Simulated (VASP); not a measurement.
Runs of VASP 6.6.1 on GaP. The structure is that of space group F-43m (No. 216), or close to it. The cells are those of the table. 

```tsv
cell	gap on the mesh (eV)	pressure (GPa)
a = 3.867 Å, angles 60.0°, 2 atoms	1.64	(b)
a = 3.942 Å, angles 60.0°, 2 atoms	(c)	-2.6
a = 3.905 Å, angles 60.0°, 2 atoms	1.50	-0.7
a = 3.789 Å, angles 60.0°, 2 atoms	1.54	7.5
a = 3.828 Å, angles 60.0°, 2 atoms	1.61	(a)
```

Alike in all rows: task single point; level PBE; potentials or basis VASP PAW PBE potentials, release 64 (Ga_d, P); no spin polarisation; k mesh 6 × 6 × 6; cutoff (eV) 520; smearing fermi-dirac 0.01 eV.

Estimate the missing entries.

(a) 4.3; (b) 1.7; (c) 1.27.

A k mesh can miss the band edges, and the runs leave out spin-orbit coupling on Ga.
